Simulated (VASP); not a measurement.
Crystal: Na.

```
Na
1.0
    -2.14100    2.14100    2.14100
     2.14100   -2.14100    2.14100
     2.14100    2.14100   -2.14100
Na
1
Direct
  0.00000 0.00000 0.00000
```

| Item | Value |
| --- | --- |
| Program | VASP 6.6.1 |
| Task | relaxation of volume and atoms at fixed shape |
| Functional | PBEsol |
| Potentials or basis | VASP PAW PBE potentials, release 64 (Na_pv) |
| Cutoff | 600 eV |
| k mesh | 7 × 7 × 7 |
| Occupations | fermi-dirac, width 0.05 eV |
| Spin | no spin polarisation |

At the start: pressure -0.6 GPa; volume 39.26 Å³/atom.

Q: Where does the relaxation end?

A: Over 3 steps the energy falls by 5.6 meV/atom and the volume is 36.23 Å³/atom (-7.7 %); space group Im-3m (No. 229, to 0.05 Å).

The path:
| step | energy change (eV) | largest force (eV/Å) | pressure (GPa) | volume (Å³) |
| --- | --- | --- | --- | --- |
| 1 | 0.0000 | 0.0000 | -0.56 | 39.26 |
| 2 | -0.0024 | 0.0000 | -0.44 | 38.48 |
| 3 | -0.0056 | 0.0000 | -0.02 | 36.23 |

Final structure:
```
Na
1.0
    -2.08451    2.08451    2.08451
     2.08451   -2.08451    2.08451
     2.08451    2.08451   -2.08451
Na
1
Direct
  0.00000 0.00000 0.00000
```

Caveat: the PAW data sets were made with another functional, which shifts forces and pressure a little.
